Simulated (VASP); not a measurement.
**Al2O3: single point with PBEsol**

Al2O3:

```xyz
120
Lattice="9.5479 0.0000 0.0000 -4.7739 8.2687 0.0000 0.0000 0.0000 13.0136" Properties=species:S:1:pos:R:3 pbc="T T T"
Al    2.3870    1.3781    2.4127
Al    0.0000    5.5125    2.4127
Al    7.1609    1.3781    2.4127
Al    4.7739    5.5125    2.4127
Al    0.0000    2.7562    0.2437
Al   -2.3870    6.8906    0.2437
Al    4.7739    2.7562    0.2437
Al    2.3870    6.8906    0.2437
Al    0.0000    2.7562    4.0941
Al   -2.3870    6.8906    4.0941
Al    4.7739    2.7562    4.0941
Al    2.3870    6.8906    4.0941
Al    0.0000    2.7562    6.7505
Al   -2.3870    6.8906    6.7505
Al    4.7739    2.7562    6.7505
Al    2.3870    6.8906    6.7505
Al    0.0000    0.0000    4.5816
Al   -2.3870    4.1343    4.5816
Al    4.7739    0.0000    4.5816
Al    2.3870    4.1343    4.5816
Al    0.0000    0.0000    1.9252
Al   -2.3870    4.1343    1.9252
Al    4.7739    0.0000    1.9252
Al    2.3870    4.1343    1.9252
Al    0.0000    0.0000    8.4320
Al   -2.3870    4.1343    8.4320
Al    4.7739    0.0000    8.4320
Al    2.3870    4.1343    8.4320
Al    0.0000    0.0000   11.0884
Al   -2.3870    4.1343   11.0884
Al    4.7739    0.0000   11.0884
Al    2.3870    4.1343   11.0884
Al    2.3870    1.3781    8.9195
Al    0.0000    5.5125    8.9195
Al    7.1609    1.3781    8.9195
Al    4.7739    5.5125    8.9195
Al    2.3870    1.3781    6.2631
Al    0.0000    5.5125    6.2631
Al    7.1609    1.3781    6.2631
Al    4.7739    5.5125    6.2631
Al    2.3870    1.3781   12.7698
Al    0.0000    5.5125   12.7698
Al    7.1609    1.3781   12.7698
Al    4.7739    5.5125   12.7698
Al    0.0000    2.7562   10.6009
Al   -2.3870    6.8906   10.6009
Al    4.7739    2.7562   10.6009
Al    2.3870    6.8906   10.6009
O     1.4601    0.0000    3.2534
O    -0.9268    4.1343    3.2534
O     6.2341    0.0000    3.2534
O     3.8471    4.1343    3.2534
O     3.1170    0.1136    1.0845
O     0.7301    4.2480    1.0845
O     7.8910    0.1136    1.0845
O     5.5040    4.2480    1.0845
O    -0.7301    1.2645    3.2534
O    -3.1170    5.3989    3.2534
O     4.0439    1.2645    3.2534
O     1.6569    5.3989    3.2534
O     1.6569    2.8698    3.2534
O    -0.7301    7.0042    3.2534
O     6.4308    2.8698    3.2534
O     4.0439    7.0042    3.2534
O     0.9268    1.3781    1.0845
O    -1.4601    5.5125    1.0845
O     5.7008    1.3781    1.0845
O     3.3138    5.5125    1.0845
O     1.6569    0.1136    7.5912
O    -0.7301    4.2480    7.5912
O     6.4308    0.1136    7.5912
O     4.0439    4.2480    7.5912
O     0.7301    1.4917    5.4223
O    -1.6569    5.6261    5.4223
O     5.5040    1.4917    5.4223
O     3.1170    5.6261    5.4223
O    -1.4601    2.7562    5.4223
O    -3.8471    6.8906    5.4223
O     3.3138    2.7562    5.4223
O     0.9268    6.8906    5.4223
O    -0.7301    1.4917   11.9291
O    -3.1170    5.6261   11.9291
O     4.0439    1.4917   11.9291
O     1.6569    5.6261   11.9291
O    -1.6569    2.8698    9.7602
O    -4.0439    7.0042    9.7602
O     3.1170    2.8698    9.7602
O     0.7301    7.0042    9.7602
O     3.1170    2.6426    1.0845
O     0.7301    6.7770    1.0845
O     7.8910    2.6426    1.0845
O     5.5040    6.7770    1.0845
O     3.8471    1.3781    7.5912
O     1.4601    5.5125    7.5912
O     8.6210    1.3781    7.5912
O     6.2341    5.5125    7.5912
O     1.6569    2.6426    7.5912
O    -0.7301    6.7770    7.5912
O     6.4308    2.6426    7.5912
O     4.0439    6.7770    7.5912
O     0.7301    4.0207    5.4223
O    -1.6569    8.1551    5.4223
O     5.5040    4.0207    5.4223
O     3.1170    8.1551    5.4223
O     1.4601    2.7562   11.9291
O    -0.9268    6.8906   11.9291
O     6.2341    2.7562   11.9291
O     3.8471    6.8906   11.9291
O     3.3138    0.0000    9.7602
O     0.9268    4.1343    9.7602
O     8.0877    0.0000    9.7602
O     5.7008    4.1343    9.7602
O     0.7301    1.2645    9.7602
O    -1.6569    5.3989    9.7602
O     5.5040    1.2645    9.7602
O     3.1170    5.3989    9.7602
O    -0.7301    4.0207   11.9291
O    -3.1170    8.1551   11.9291
O     4.0439    4.0207   11.9291
O     1.6569    8.1551   11.9291
```

- Program: VASP 6.6.1
- Task: single point
- Functional: PBEsol
- Potentials or basis: VASP PAW PBE potentials, release 64 (Al, O)
- Cutoff: 520 eV
- k mesh: 1 × 1 × 1
- Occupations: fermi-dirac, width 0.05 eV
- Spin: no spin polarisation

The pressure is 0.0 GPa. The largest force is 0.005 eV/Å and the band gap on the k mesh is 6.04 eV.

Forces on the atoms (eV/Å):
```
Al   0.000  0.000  0.005
Al   0.000  0.000  0.005
Al   0.000  0.000  0.005
Al   0.000  0.000  0.005
Al   0.000  0.000  0.005
Al   0.000  0.000  0.005
Al   0.000  0.000  0.005
Al   0.000  0.000  0.005
Al   0.000  0.000 -0.005
Al   0.000  0.000 -0.005
Al   0.000  0.000 -0.005
Al   0.000  0.000 -0.005
Al   0.000  0.000  0.005
Al   0.000  0.000  0.005
Al   0.000  0.000  0.005
Al   0.000  0.000  0.005
Al   0.000  0.000  0.005
Al   0.000  0.000  0.005
Al   0.000  0.000  0.005
Al   0.000  0.000  0.005
Al   0.000  0.000 -0.005
Al   0.000  0.000 -0.005
Al   0.000  0.000 -0.005
Al   0.000  0.000 -0.005
Al   0.000  0.000 -0.005
Al   0.000  0.000 -0.005
Al   0.000  0.000 -0.005
Al   0.000  0.000 -0.005
Al   0.000  0.000  0.005
Al   0.000  0.000  0.005
Al   0.000  0.000  0.005
Al   0.000  0.000  0.005
Al   0.000  0.000  0.005
Al   0.000  0.000  0.005
Al   0.000  0.000  0.005
Al   0.000  0.000  0.005
Al   0.000  0.000 -0.005
Al   0.000  0.000 -0.005
Al   0.000  0.000 -0.005
Al   0.000  0.000 -0.005
Al   0.000  0.000 -0.005
Al   0.000  0.000 -0.005
Al   0.000  0.000 -0.005
Al   0.000  0.000 -0.005
Al   0.000  0.000 -0.005
Al   0.000  0.000 -0.005
Al   0.000  0.000 -0.005
Al   0.000  0.000 -0.005
O    0.002  0.000  0.000
O    0.002  0.000  0.000
O    0.002  0.000  0.000
O    0.002  0.000  0.000
O    0.001 -0.002  0.000
O    0.001 -0.002  0.000
O    0.001 -0.002  0.000
O    0.001 -0.002  0.000
O   -0.001  0.002  0.000
O   -0.001  0.002  0.000
O   -0.001  0.002  0.000
O   -0.001  0.002  0.000
O   -0.001 -0.002  0.000
O   -0.001 -0.002  0.000
O   -0.001 -0.002  0.000
O   -0.001 -0.002  0.000
O   -0.002  0.000  0.000
O   -0.002  0.000  0.000
O   -0.002  0.000  0.000
O   -0.002  0.000  0.000
O   -0.001 -0.002  0.000
O   -0.001 -0.002  0.000
O   -0.001 -0.002  0.000
O   -0.001 -0.002  0.000
O    0.001 -0.002  0.000
O    0.001 -0.002  0.000
O    0.001 -0.002  0.000
O    0.001 -0.002  0.000
O   -0.002  0.000  0.000
O   -0.002  0.000  0.000
O   -0.002  0.000  0.000
O   -0.002  0.000  0.000
O   -0.001 -0.002  0.000
O   -0.001 -0.002  0.000
O   -0.001 -0.002  0.000
O   -0.001 -0.002  0.000
O    0.001 -0.002  0.000
O    0.001 -0.002  0.000
O    0.001 -0.002  0.000
O    0.001 -0.002  0.000
O    0.001  0.002  0.000
O    0.001  0.002  0.000
O    0.001  0.002  0.000
O    0.001  0.002  0.000
O    0.002  0.000  0.000
O    0.002  0.000  0.000
O    0.002  0.000  0.000
O    0.002  0.000  0.000
O   -0.001  0.002  0.000
O   -0.001  0.002  0.000
O   -0.001  0.002  0.000
O   -0.001  0.002  0.000
O    0.001  0.002  0.000
O    0.001  0.002  0.000
O    0.001  0.002  0.000
O    0.001  0.002  0.000
O    0.002  0.000  0.000
O    0.002  0.000  0.000
O    0.002  0.000  0.000
O    0.002  0.000  0.000
O   -0.002  0.000  0.000
O   -0.002  0.000  0.000
O   -0.002  0.000  0.000
O   -0.002  0.000  0.000
O    0.001  0.002  0.000
O    0.001  0.002  0.000
O    0.001  0.002  0.000
O    0.001  0.002  0.000
O   -0.001  0.002  0.000
O   -0.001  0.002  0.000
O   -0.001  0.002  0.000
O   -0.001  0.002  0.000
```

Stress tensor (GPa, compression positive):
```
 0.15  0.00  0.00
 0.00  0.15  0.00
 0.00  0.00 -0.16
```

Levels at points of the mesh, in eV from the valence-band top:
| k point | band 286 | band 287 | band 288 | band 289 | band 290 | band 291 |
| --- | --- | --- | --- | --- | --- | --- |
| (0.00, 0.00, 0.00) | -0.04 | -0.04 | 0.00 | 6.04 | 7.55 | 7.55 |

It took 9.3 min on 1 thread of Intel(R) Xeon(R) Platinum 8488C (Sapphire Rapids), on a shared host, peak memory 0.93 GiB.

Caveat: the k points lie up to 0.76 Å⁻¹ apart; the PAW data sets were made with another functional, which shifts forces and pressure a little. A k mesh can miss the band edges.
